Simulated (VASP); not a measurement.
Set up this calculation in VASP 6.6.1, as the native input.

- Task: single point
- Functional: PBE
- Dispersion: D3(BJ)
- Potentials or basis: VASP PAW PBE potentials, release 64 (C)
- Cutoff: 520 eV
- k mesh: 12 × 12 × 12
- Occupations: gaussian, width 0.02 eV
- Spin: collinear spin
- Starting moments: [1.0, 2.0] μB
- Dipole correction: no
- Further INCAR settings: ALGO = Normal; EDIFF = 1e-07; NBANDS = 15

The structure of C lies in POSCAR:

```
C
1.0
    1.2346121954      0.7128036834      3.6709613201
   -1.2346121954      0.7128036834      3.6709613201
    0.0000000000     -1.4256073668      3.6709613201
C
2
Direct
    0.8333725149      0.8333725149      0.8333725149
    0.1666274851      0.1666274851      0.1666274851
```

One way to write it, as run:

INCAR

```
PREC = Accurate
ENCUT = 520
EDIFF = 1E-7
ISMEAR = 0
SIGMA = 0.02
LREAL = False
LASPH = True
NELM = 150
ALGO = Normal
ISIF = 2
LWAVE = False
LCHARG = False
ISPIN = 2
MAGMOM = 1 2
LORBIT = 11
GGA = PE
IVDW = 12
NBANDS = 15
```

KPOINTS

```
Automatic mesh
0
Gamma
  12 12 12
```

Potentials or basis: VASP PAW PBE potentials, release 64 (C).

Launch:

```console
$ cat potpaw_PBE.64/C/POTCAR > POTCAR
$ mpirun -np 1 vasp_std > vasp.out
```

It gave:

```
Pressure                                              : -1.4 GPa
Net moment                                            : 0.00 μB per cell
Valence electrons inside the program's atomic spheres : C 2.64
Dispersion energy per atom                            : -0.140 eV
```

It took 96 s on 1 thread of Intel(R) Xeon(R) 6975P-C (Granite Rapids), on a shared host, peak memory 0.23 GiB.
